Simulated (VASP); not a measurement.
Runs of VASP 6.6.1 on SrTiO3. The structure is that of space group Pm-3m (No. 221), or close to it. The cells are those of the table. 

```csv
task,level,potentials or basis,cell,k mesh,cutoff (eV),smearing,gap on the mesh (eV),pressure (GPa),relaxed volume (Å³/atom)
single point,PBEsol,"VASP PAW PBE potentials, release 64 (Sr_sv, Ti_sv, O)","a = 3.891 Å, 5 atoms",6 × 6 × 6,520,fermi-dirac 0.02 eV,1.82,0.7,-
single point,PBE,"VASP PAW PBE potentials, release 64 (Sr_sv, Ti_sv, O)","a = 3.907 Å, 5 atoms",4 × 4 × 4,520,gaussian 0.01 eV,1.83,(a),-
single point,r2SCAN,"VASP PAW PBE potentials, release 64 (Sr_sv, Ti_sv, O)","a = 3.907 Å, 5 atoms",6 × 6 × 6,520,fermi-dirac 0.02 eV,2.27,(d),-
single point,PBE,"VASP PAW PBE potentials, release 64 (Sr_sv, Ti_sv, O)","a = 3.936 Å, 5 atoms",6 × 6 × 6,520,fermi-dirac 0.02 eV,1.81,0.6,-
relaxation of cell and atoms,PBEsol,"VASP PAW PBE potentials, release 64 (Sr_sv, Ti_sv, O)","relaxed from a = 3.936 Å, 5 atoms",6 × 6 × 6,600,fermi-dirac 0.02 eV,1.81,0.0,11.82
single point,LDA,"VASP PAW LDA potentials, release 64 (Sr_sv, Ti_sv, O)","a = 3.854 Å, 5 atoms",6 × 6 × 6,520,fermi-dirac 0.02 eV,1.81,(c),-
relaxation of cell and atoms,PBE,"VASP PAW PBE potentials, release 64 (Sr_sv, Ti_sv, O)","relaxed from a = 3.905 Å, 5 atoms",6 × 6 × 6,600,fermi-dirac 0.02 eV,1.81,0.0,12.23
single point,r2SCAN,"VASP PAW PBE potentials, release 64 (Sr_sv, Ti_sv, O_h)","a = 3.867 Å, 5 atoms",6 × 6 × 6,910,gaussian 0.01 eV,2.35,(b),-
```

Alike in all rows: no spin polarisation.

Question: Fill in the values left out.

Answer: (a) 4.8; (b) 7.0; (c) 1.1; (d) 0.9.

Caveats: the PAW data sets were made with another functional, which shifts forces and pressure a little (at least some runs); the cell stands under pressure (at least some runs); the cutoff is under 1.25 times the usual one of these potentials, so pressure, stress and relaxed cells hold a basis-set (Pulay) error (at least some runs).

A k mesh can miss the band edges, and the runs leave out spin-orbit coupling on Sr.
